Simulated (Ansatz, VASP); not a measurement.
**Two plane-wave programs on GaSb**

```
CELL_PARAMETERS angstrom
0.00000 3.09624 3.09624
3.09624 0.00000 3.09624
3.09624 3.09624 0.00000
ATOMIC_POSITIONS crystal
Ga 0.00000 0.00000 0.00000
Sb 0.25000 0.25000 0.25000
```

Alike in both runs: task single point; functional r2SCAN; k mesh 6 × 6 × 6; occupations fermi-dirac, width 0.02 eV; no spin polarisation.

|  | VASP | Ansatz |
| --- | --- | --- |
| version | VASP 6.6.1 | Ansatz 0.2.0 |
| potentials or method | VASP PAW PBE potentials, release 64 (Ga_d, Sb) | plane waves, PAW |
| plane-wave cutoff (eV) | 550 | 500 |
| valence electrons in the cell | 18 | 28 |

|  | VASP | Ansatz | Ansatz less VASP |
| --- | --- | --- | --- |
| pressure (GPa) | -1.4 | -1.5 | -0.05 |

VASP's potentials were made for PBE, not for r2SCAN. VASP's potentials hold 18 valence electrons a cell and Ansatz's 28, so a difference there can come from the potentials and not from the codes.

Neither program's run includes spin-orbit coupling.
